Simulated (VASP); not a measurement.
# AlN (e600) (F-43m) in VASP: notebook

AlN (e600) is run at these levels: PBE; tasks: single point.

All numbers are computed with VASP 6.6.1; they aren't measurements. Logs are shortened: lines on timing, memory, paths and dates and some standing lists are left out, and cuts for length are marked.

### Step 1. The cell of the first run

The structure is cubic, space group F-43m (No. 216). The conventional cell has a = 4.403 Å, b = 4.403 Å, c = 4.403 Å, α = 90.00°, β = 90.00°, γ = 90.00°. Al (site symmetry -43m) has 4 N at 1.91 Å within 2.5 Å. Within 2.5 Å of N (site symmetry -43m) lie 4 Al at 1.91 Å.

### Step 2. Single point, PBE

File INCAR:

```
  PREC = Accurate
  ENCUT = 600
  EDIFF = 1E-6
  ISMEAR = 0
  SIGMA = 0.02
  LREAL = F
  LASPH = T
  NELM = 120
  ALGO = Normal
  ISIF = 2
  LWAVE = F
  LCHARG = T
  GGA = PE
  LELF = T
  LVHAR = T
  NBANDS = 11
  GGA_COMPAT = F
```

File KPOINTS:

```
regular mesh
0
Gamma
  10 10 10
```

File POSCAR:

```
AlN
1.0
    0.0000000000      2.2015276860      2.2015276860
    2.2015276860      0.0000000000      2.2015276860
    2.2015276860      2.2015276860      0.0000000000
Al N
1 1
Direct
    0.0000000000      0.0000000000      0.0000000000
    0.7500000000      0.7500000000      0.7500000000
```

Potentials or basis: VASP PAW PBE potentials, release 64 (Al, N).

On the command line:

```bash
$ cat potpaw_PBE.64/Al/POTCAR potpaw_PBE.64/N/POTCAR > POTCAR
$ mpirun -np 1 vasp_std > vasp.out
```

OUTCAR:

```text
PREC = Accurate
   ENCUT = 600
   EDIFF = 1E-6
   ISMEAR = 0
   LREAL = F
   LASPH = T
   NELM = 120
   ISIF = 2
   GGA = PE

 ion  position               nearest neighbor table
   1  0.000  0.000  0.000-   2 1.91   2 1.91   2 1.91   2 1.91
   2  0.750  0.750  0.750-   1 1.91   1 1.91   1 1.91   1 1.91

  LATTYP: Found a face centered cubic cell.
 ALAT       =     4.4030553720

  Lattice vectors:

 A1 = (   0.0000000000,   2.2015276860,   2.2015276860)
 A2 = (   2.2015276860,   0.0000000000,   2.2015276860)
 A3 = (   2.2015276860,   2.2015276860,   0.0000000000)

Analysis of symmetry for initial positions (statically):
=====================================================================
 Subroutine PRICEL returns:
 Original cell was already a primitive cell.

 Routine SETGRP: Setting up the symmetry group for a
 face centered cubic supercell.

 Subroutine GETGRP returns: Found 24 space group operations
 (whereof 24 operations were pure point group operations)
 out of a pool of 48 trial point group operations.

The static configuration has the point symmetry T_d .

Analysis of symmetry for dynamics (positions and initial velocities):
=====================================================================
 Subroutine PRICEL returns:
 Original cell was already a primitive cell.

 Routine SETGRP: Setting up the symmetry group for a
 face centered cubic supercell.

 Subroutine GETGRP returns: Found 24 space group operations
 (whereof 24 operations were pure point group operations)
 out of a pool of 48 trial point group operations.

The dynamic configuration has the point symmetry T_d .

 Subroutine INISYM returns: Found 24 space group operations
 (whereof 24 operations are pure point group operations),
 and found     1 'primitive' translations

----------------------------------------------------------------------------------------

                                     Primitive cell

  volume of cell :      21.3404

  direct lattice vectors                    reciprocal lattice vectors
     0.000000000  2.201527686  2.201527686    -0.227115018  0.227115018  0.227115018
     2.201527686  0.000000000  2.201527686     0.227115018 -0.227115018  0.227115018
     2.201527686  2.201527686  0.000000000     0.227115018  0.227115018 -0.227115018

  length of vectors
     3.113430311  3.113430311  3.113430311     0.393374750  0.393374750  0.393374750

  position of ions in fractional coordinates (direct lattice)
     0.000000000  0.000000000  0.000000000
     0.750000000  0.750000000  0.750000000

  ion indices of the primitive-cell ions
   primitive index   ion index
                 1           1
                 2           2

----------------------------------------------------------------------------------------

 KPOINTS: regular mesh

Automatic generation of k-mesh.
 Grid dimensions read from file:
 generate k-points for:   10   10   10

 Generating k-lattice:

  Cartesian coordinates                     Fractional coordinates (reciprocal lattice)
    -0.022711502  0.022711502  0.022711502     0.100000000  0.000000000  0.000000000
     0.022711502 -0.022711502  0.022711502     0.000000000  0.100000000  0.000000000
     0.022711502  0.022711502 -0.022711502     0.000000000  0.000000000  0.100000000

  Length of vectors
     0.039337475  0.039337475  0.039337475

  Shift w.r.t. Gamma in fractional coordinates (k-lattice)
     0.000000000  0.000000000  0.000000000

 Subroutine IBZKPT returns following result:
 ===========================================

 Found     47 irreducible k-points:

 Following reciprocal coordinates:
            Coordinates               Weight
  0.000000  0.000000  0.000000      1.000000
  0.100000  0.000000  0.000000      8.000000
  0.200000  0.000000  0.000000      8.000000
  0.300000  0.000000  0.000000      8.000000
  0.400000  0.000000  0.000000      8.000000
  0.500000  0.000000  0.000000      4.000000
[... 16 lines left out ...]
  0.300000  0.300000  0.000000      6.000000
  0.400000  0.300000  0.000000     24.000000
 [... further k-points ...]
   k-points           NKPTS =     47   k-points in BZ     NKDIM =     47   number of bands    NBANDS=     11
   number of dos      NEDOS =    301   number of ions     NIONS =      2
   total plane-waves  NPLWV =  21952
   dimension x,y,z NGX =    28 NGY =   28 NGZ =   28
   dimension x,y,z NGXF=    56 NGYF=   56 NGZF=   56
   ions per type =               1   1
   NGX,Y,Z   is equivalent  to a cutoff of  14.95, 14.95, 14.95 a.u.
   NGXF,Y,Z  is equivalent  to a cutoff of  29.90, 29.90, 29.90 a.u.
 SYSTEM =  unknown system
   PREC   = accura    normal or accurate (medium, high low for compatibility)
   ISTART =      0    job   : 0-new  1-cont  2-samecut
   ICHARG =      2    charge: 1-file 2-atom 10-const
   ISPIN  =      1    spin polarized calculation?
   LNONCOLLINEAR =      F non collinear calculations
   LSORBIT =      F    spin-orbit coupling
   LASPH  =      T    aspherical Exc in radial PAW
   ENCUT  =  600.0 eV  44.10 Ry    6.64 a.u.   6.22  6.22  6.22*2*pi/ulx,y,z
   NELM   =    120;   NELMIN=  2; NELMDL= -5     # of ELM steps
   EDIFF  = 0.1E-05   stopping-criterion for ELM
   LREAL  =      F    real-space projection
   EDIFFG = 0.1E-04   stopping-criterion for IOM
   NSW    =      0    number of steps for IOM
   IBRION =     -1    ionic relax: 0-MD 1-quasi-New 2-CG
   NFREE  =      0    steps in history (QN), initial steepest desc. (CG)
   ISIF   =      2    stress and relaxation
   ISYM   =      2    0-nonsym 1-usesym 2-fastsym
   POTIM  = 0.5000    time-step for ionic-motion
   TEBEG  =    0.0;   TEEND  =   0.0 temperature during run
   PSTRESS=    0.0 pullay stress
   NELECT =       8.0000    total number of electrons
   NUPDOWN=      -1.0000    fix difference up-down
   EMIN   =  10.00;   EMAX   =-10.00  energy-range for DOS
   EFERMI =   0.00;   METHOD = LEGACY
   ISMEAR =     0;   SIGMA  =   0.02  broadening in eV -4-tet -1-fermi 0-gaus
   EFERMI_NEDOS =   21; number of points for ismear=-14 and -15
   IALGO  =     38    algorithm
   IMIX   =      4    mixing-type and parameters
     AMIX     =   0.40;   BMIX     =  1.00
     AMIX_MAG =   1.60;   BMIX_MAG =  1.00
  volume/ion in A,a.u.               =      10.67        72.01
  Fermi-wavevector in a.u.,A,eV,Ry     =   1.180422  2.230674 18.958309  1.393396
  Thomas-Fermi vector in A             =   2.316715
   LORBIT       =      0    0 simple, 1 ext, 2 COOP (PROOUT), +10 PAW based schemes
   GGA     = PE    functional components
   LHFCALC =     F    Hartree Fock is set to
   AEXX    =    0.0000 exact exchange contribution
   IVDW    =     0    specifies the selected vdW correction
   LEPSILON=     F    determine dielectric tensor
   LRPA    =     F    only Hartree local field effects (RPA)
 non-spin polarized calculation
 Gauss-broadening in eV      SIGMA  =   0.02
  energy-cutoff  :      600.00
  volume of cell :       21.34
 maximum number of plane-waves:       728
 NGX is ok and might be reduce to    28
   NGX = 13   NGY = 13   NGZ = 13

 number of electron       8.0000000 magnetization

 Free energy of the ion-electron system (eV)
  ---------------------------------------------------
  ext. energy  EPLUGINS =         0.00000000
  ---------------------------------------------------
  free energy    TOTEN  =       -14.84892525 eV

  energy without entropy =      -14.84892525  energy(sigma->0) =      -14.84892525

 E-fermi :   5.9295     XC(G=0): -10.8296

 val. band max:        5.7456780450   @ k =   0.0000   0.0000   0.0000
 cond. band min:       9.0508346468   @ k =   0.5000   0.5000   0.0000
 fundamental gap:      3.3051566018
 Fermi energy:         5.9295057096

 k-point     1 :       0.0000    0.0000    0.0000
  band No.  band energies     occupation
      1      -9.0981      2.00000
      2       5.7457      2.00000
      3       5.7457      2.00000
      4       5.7457      2.00000
      5       9.7309      0.00000
      6      18.0702      0.00000
      7      18.0702      0.00000
      8      18.0702      0.00000
      9      23.2427      0.00000
     10      23.2427      0.00000
     11      24.5984      0.00000

 k-point     2 :       0.1000    0.0000    0.0000
  band No.  band energies     occupation
      1      -8.9557      2.00000
      2       4.9346      2.00000
      3       5.6943      2.00000
      4       5.6943      2.00000
      5      10.3982      0.00000
      6      17.6829      0.00000
      7      18.2011      0.00000
      8      18.2011      0.00000
      9      22.0048      0.00000
     10      22.0048      0.00000
     11      23.8210      0.00000

 k-point     3 :       0.2000    0.0000    0.0000
  band No.  band energies     occupation
      1      -8.5514      2.00000
      2       3.3501      2.00000
      3       5.5663      2.00000
      4       5.5663      2.00000
      5      11.5233      0.00000
      6      16.8907      0.00000
      7      18.1507      0.00000
      8      18.1507      0.00000
      9      21.4647      0.00000
     10      21.4647      0.00000
     11      22.9446      0.00000

 k-point     4 :       0.3000    0.0000    0.0000
  band No.  band energies     occupation
      1      -7.9658      2.00000
      2       1.7371      2.00000
      3       5.4196      2.00000
      4       5.4196      2.00000
      5      12.3641      0.00000
      6      16.1519      0.00000
      7      17.5306      0.00000
      8      17.5306      0.00000
      9      22.4750      0.00000
     10      22.4750      0.00000
     11      22.7262      0.00000
[... 239 lines left out ...]
 k-point    22 :      -0.2000    0.2000    0.0000
  band No.  band energies     occupation
      1      -7.7735      2.00000
      2       2.0309      2.00000
      3       4.0814      2.00000
      4       5.4908      2.00000
      5      13.1250      0.00000
      6      15.5213      0.00000
      7      16.9242      0.00000
      8      18.0699      0.00000
      9      20.5207      0.00000
     10      23.8887      0.00000
     11      26.8222      0.00000

 k-point    23 :       0.3000    0.3000    0.0000
  band No.  band energies     occupation
      1      -7.6016      2.00000
      2       2.2619      2.00000
      3       4.5245      2.00000
      4       4.5245      2.00000
      5      10.9982      0.00000
      6      15.2780      0.00000
      7      17.3779      0.00000
      8      19.9753      0.00000
      9      19.9753      0.00000
     10      25.8939      0.00000
     11      29.1071      0.00000

 k-point    24 :       0.4000    0.3000    0.0000
  band No.  band energies     occupation
      1      -7.1558      2.00000
      2       1.6454      2.00000
      3       4.0698      2.00000
      4       4.3628      2.00000
      5      10.6078      0.00000
      6      15.1183      0.00000
      7      17.7168      0.00000
      8      20.0715      0.00000
      9      20.5630      0.00000
     10      26.7842      0.00000
     11      28.8958      0.00000

 [... further k-points ...]

------------------------ aborting loop because EDIFF is reached ----------------------------------------

  FORCE on cell =-STRESS in cart. coord.  units (eV):
  Direction    XX          YY          ZZ          XY          YZ          ZX
  --------------------------------------------------------------------------------------
  -------------------------------------------------------------------------------------
  Total       -0.0523676     -0.0523676     -0.0523676     -0.0000000     -0.0000000     -0.0000000
  in kB       -3.9316111     -3.9316111     -3.9316111     -0.0000000     -0.0000000     -0.0000000
  external PRESSURE =      -3.9316111 kB  Pullay stress =       0.0000000 kB

 VOLUME and BASIS-vectors are now :
 -----------------------------------------------------------------------------
  energy-cutoff  :      600.00
  volume of cell :       21.34
      direct lattice vectors                 reciprocal lattice vectors
     0.000000000  2.201527686  2.201527686    -0.227115018  0.227115018  0.227115018
     2.201527686  0.000000000  2.201527686     0.227115018 -0.227115018  0.227115018
     2.201527686  2.201527686  0.000000000     0.227115018  0.227115018 -0.227115018

 POSITION                                       TOTAL-FORCE (eV/Angst)
 -----------------------------------------------------------------------------------
      0.00000      0.00000      0.00000         0.000000      0.000000      0.000000
      3.30229      3.30229      3.30229        -0.000000     -0.000000     -0.000000
 -----------------------------------------------------------------------------------
    total drift:                               -0.000000     -0.000000     -0.000000

  FREE ENERGIE OF THE ION-ELECTRON SYSTEM (eV)
  ---------------------------------------------------
  free  energy   TOTEN  =       -14.8489252480 eV

  energy  without entropy=      -14.8489252480  energy(sigma->0) =      -14.84892525
```

Run time: 14 s. Hardware: 1 thread of Intel Xeon Platinum 8375C at 2.90GHz (Ice Lake), shared host; peak memory 0.15 GiB.

What came out:

- Free energy: -14.8489 eV
- Pressure: -0.4 GPa
- Band gap on the k mesh: 3.31 eV, indirect (least direct gap 3.99 eV)

### Step 3. Single point, PBE

File INCAR:

```
SYSTEM = AlN
  PREC = Accurate
  ENCUT = 600
  EDIFF = 1E-6
  ISMEAR = 0
  SIGMA = 0.02
  LREAL = .False.
  LASPH = .True.
  NELM = 120
  ALGO = Normal
  ISIF = 2
  LWAVE = .False.
  LCHARG = .False.
  GGA = PE
  NBANDS = 11
  GGA_COMPAT = .False.
```

File KPOINTS:

```
regular mesh
0
Gamma
  10 10 10
  0 0 0
```

POSCAR is that of step 2.

Potentials or basis: VASP PAW PBE potentials, release 64 (Al, N).

On the command line:

```bash
$ cat potpaw_PBE.64/Al/POTCAR potpaw_PBE.64/N/POTCAR > POTCAR
$ mpirun -np 1 vasp_std > vasp.out
```

OUTCAR:

```text
SYSTEM = AlN
   PREC = Accurate
   ENCUT = 600
   EDIFF = 1E-6
   ISMEAR = 0
   LREAL = .False.
   LASPH = .True.
   NELM = 120
   ISIF = 2
   GGA = PE

 ion  position               nearest neighbor table
   1  0.000  0.000  0.000-   2 1.91   2 1.91   2 1.91   2 1.91
   2  0.750  0.750  0.750-   1 1.91   1 1.91   1 1.91   1 1.91

  LATTYP: Found a face centered cubic cell.
 ALAT       =     4.4030553720

  Lattice vectors:

 A1 = (   0.0000000000,   2.2015276860,   2.2015276860)
[... 522 lines left out ...]

------------------------ aborting loop because EDIFF is reached ----------------------------------------

  FORCE on cell =-STRESS in cart. coord.  units (eV):
  Direction    XX          YY          ZZ          XY          YZ          ZX
  --------------------------------------------------------------------------------------
  -------------------------------------------------------------------------------------
  Total       -0.0523676     -0.0523676     -0.0523676     -0.0000000     -0.0000000     -0.0000000
  in kB       -3.9316111     -3.9316111     -3.9316111     -0.0000000     -0.0000000     -0.0000000
  external PRESSURE =      -3.9316111 kB  Pullay stress =       0.0000000 kB

 VOLUME and BASIS-vectors are now :
 -----------------------------------------------------------------------------
  energy-cutoff  :      600.00
  volume of cell :       21.34
      direct lattice vectors                 reciprocal lattice vectors
     0.000000000  2.201527686  2.201527686    -0.227115018  0.227115018  0.227115018
     2.201527686  0.000000000  2.201527686     0.227115018 -0.227115018  0.227115018
     2.201527686  2.201527686  0.000000000     0.227115018  0.227115018 -0.227115018

 POSITION                                       TOTAL-FORCE (eV/Angst)
 -----------------------------------------------------------------------------------
      0.00000      0.00000      0.00000         0.000000      0.000000      0.000000
      3.30229      3.30229      3.30229        -0.000000     -0.000000     -0.000000
 -----------------------------------------------------------------------------------
    total drift:                               -0.000000     -0.000000     -0.000000

  FREE ENERGIE OF THE ION-ELECTRON SYSTEM (eV)
  ---------------------------------------------------
  free  energy   TOTEN  =       -14.8489252480 eV

  energy  without entropy=      -14.8489252480  energy(sigma->0) =      -14.84892525
```

OSZICAR:

```text
N       E                     dE             d eps       ncg     rms          rms(c)
DAV:   1     0.156799826924E+02    0.15680E+02   -0.40508E+03  1034   0.673E+02
DAV:   2    -0.159764371655E+02   -0.31656E+02   -0.29644E+02  1202   0.153E+02
DAV:   3    -0.171784492749E+02   -0.12020E+01   -0.11995E+01  1309   0.298E+01
DAV:   4    -0.171849569111E+02   -0.65076E-02   -0.65071E-02  1172   0.225E+00
DAV:   5    -0.171850392360E+02   -0.82325E-04   -0.82324E-04  1268   0.252E-01    0.850E+00
DAV:   6    -0.148572402098E+02    0.23278E+01   -0.11956E+01  1265   0.180E+01    0.277E+00
DAV:   7    -0.148554534421E+02    0.17868E-02   -0.16137E-01  1163   0.316E+00    0.201E+00
DAV:   8    -0.148504105763E+02    0.50429E-02   -0.29644E-02  1127   0.173E+00    0.594E-01
DAV:   9    -0.148488784006E+02    0.15322E-02   -0.41670E-03  1279   0.412E-01    0.234E-01
DAV:  10    -0.148489165988E+02   -0.38198E-04   -0.53161E-04  1124   0.151E-01    0.193E-02
DAV:  11    -0.148489253566E+02   -0.87578E-05   -0.17826E-05  1217   0.294E-02    0.163E-02
DAV:  12    -0.148489252480E+02    0.10863E-06   -0.65686E-07   745   0.649E-03
   1 F= -.14848925E+02 E0= -.14848925E+02  d E =-.691177E-41
```

It took 11 s on 1 thread of Intel Xeon Platinum 8375C at 2.90GHz (Ice Lake), shared host; peak memory 0.15 GiB.

Results:

| Property | Result |
| --- | --- |
| Free energy | -14.8489 eV |
| Pressure | -0.4 GPa |
| Band gap on the k mesh | 3.31 eV, indirect (least direct gap 3.99 eV) |

Levels at points of the mesh, in eV from the valence-band top:
```
           k point  band 1  band 2  band 3  band 4  band 5  band 6  band 7  band 8
(0.00, 0.00, 0.00)  -14.84    0.00    0.00    0.00    3.99   12.32   12.32   12.32
(0.50, 0.00, 0.00)  -12.87   -5.75   -0.48   -0.48    7.16    9.70   11.00   11.00
(0.50, 0.50, 0.00)  -12.25   -4.83   -1.75   -1.75    3.31    8.47   13.64   15.44
```

A k mesh can miss the band edges. Expect the measured gap to be larger: semilocal functionals such as PBE lack the derivative discontinuity.
